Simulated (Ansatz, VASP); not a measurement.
# Y: VASP beside Ansatz

Contents of INCAR:

```
SYSTEM = Y
PREC = Accurate
ENCUT = 400
EDIFF = 1E-8
ISMEAR = -1
SIGMA = 0.08
LREAL = .False.
LASPH = .True.
NELM = 120
ALGO = Normal
ISIF = 2
LWAVE = .False.
LCHARG = .False.
GGA = CA
LEFG = .True.
NBANDS = 18
GGA_COMPAT = .False.
```

File KPOINTS:

```
Automatic mesh
0
Gamma
  12 12 7
  0 0 0
```

Contents of POSCAR:

```
Y
1.0
    3.6514992371      0.0365149924      0.0365149924
   -1.7941267075      3.1440336050      0.0133654148
    0.0574740000      0.0574740000      5.7474000000
Y
2
Direct
    0.3333333333      0.6666666667      0.2500000000
    0.6666666667      0.3333333333      0.7500000000
```

Input for Ansatz:

```yaml
crystal:
  lattice:
    - [3.6514992371, 0.0365149924, 0.0365149924]
    - [-1.7941267075, 3.144033605, 0.0133654148]
    - [0.057474, 0.057474, 5.7474]
  atoms:
    - { symbol: "Y", position: [0.3333333333, 0.6666666667, 0.25] }
    - { symbol: "Y", position: [0.6666666667, 0.3333333333, 0.75] }
kpoints:
  mp_grid: { grid: [12, 12, 7] }
scf:
  occupations: { method: fermi_dirac, width: 0.08 }
hamiltonian:
  xc: lda
  pseudopotentials: { kind: paw }
output:
  forces: true
  stress: true
  eigenvalues: true
  efg: { contact_densities: true }
```

Change from the starting cell: equal xy, yz and zx shear strains of +2 %, PAW files.

Alike in both runs: task electric field gradients; functional LDA; k mesh 12 × 12 × 7; occupations fermi-dirac, width 0.08 eV; no spin polarisation.

|  | VASP | Ansatz |
| --- | --- | --- |
| version | VASP 6.6.1 | Ansatz 0.2.0 |
| potentials or method | VASP PAW LDA potentials, release 64 (Y_sv) | PAW with Ansatz's default frozen-core files, scalar-relativistic |
| plane-wave cutoff (eV) | 400 | 420 |
| valence electrons in the cell | 22 | 22 |

```tsv
	VASP	Ansatz	Ansatz less VASP
pressure (GPa)	-4.0	-3.9	+0.11
traceless stress, the component that is largest in VASP (GPa)	-0.53	-0.53	-0.002
rms of the force components (eV/Å)	0.011	0.011	+0.0001
size of Vzz on the site where it differs most (V/Å²)	25.4	26.3	+0.95
```

LDA's correlation is that of Perdew and Zunger in VASP and of Perdew and Wang (1992) in Ansatz. Atom by atom the forces differ by 0.000 eV/Å (rms over components).
